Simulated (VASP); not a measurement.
Set up this calculation in VASP 6.6.1, as the native input.

```
Task                   : electric field gradients
Functional             : r2SCAN
Potentials or basis    : VASP PAW PBE potentials, release 64 (Y_sv)
Cutoff                 : 520 eV
k mesh                 : 12 × 12 × 12
Occupations            : fermi-dirac, width 0.03 eV
Spin                   : no spin polarisation
Dipole correction      : no
Further INCAR settings : ALGO = Normal; EDIFF = 1e-08; NBANDS = 12
```

The system is Y.

```
CELL_PARAMETERS angstrom
0.00000 2.56889 2.56889
2.56889 0.00000 2.56889
2.56889 2.56889 0.00000
ATOMIC_POSITIONS crystal
Y 0.00000 0.00000 0.00000
```

This cell differs from its parent crystal: volume scaled by 1.02.

One way to write it, as run:

POSCAR

```
Y
1.0
    0.0000000000      2.5688921568      2.5688921568
    2.5688921568      0.0000000000      2.5688921568
    2.5688921568      2.5688921568      0.0000000000
Y
1
Direct
    0.0000000000      0.0000000000      0.0000000000
```

INCAR.step1

```
PREC = Accurate
ENCUT = 520
ISMEAR = -1
SIGMA = 0.03
LREAL = F
LASPH = T
NELM = 100
NBANDS = 12
GGA = PE
ALGO = Normal
EDIFF = 1E-4
LWAVE = T
LCHARG = F
```

INCAR.step2

```
PREC = Accurate
ENCUT = 520
EDIFF = 1E-8
ISMEAR = -1
SIGMA = 0.03
LREAL = F
LASPH = T
NELM = 100
ALGO = Normal
ISIF = 2
LWAVE = F
LCHARG = F
METAGGA = R2SCAN
LMIXTAU = T
LEFG = T
NBANDS = 12
ISTART = 1
```

KPOINTS

```
regular mesh
0
Gamma
  12 12 12
```

Potentials or basis: VASP PAW PBE potentials, release 64 (Y_sv).

Launch:

```sh
$ cat potpaw_PBE.64/Y_sv/POTCAR > POTCAR
$ cp INCAR.step1 INCAR
$ mpirun -np 1 vasp_std > vasp.out
$ cp INCAR.step2 INCAR
$ mpirun -np 1 vasp_std > vasp.out
```

It gave:

The pressure is -0.6 GPa.

Caveat: without QUAD_EFG the Cq values of the log hold for a quadrupole moment of 1 mb, not for the nuclei; the PAW data sets were made with another functional, which shifts forces and pressure a little.

Run time: 78 s on 1 thread of Intel(R) Xeon(R) 6975P-C (Granite Rapids) (shared host), peak memory 0.19 GiB.
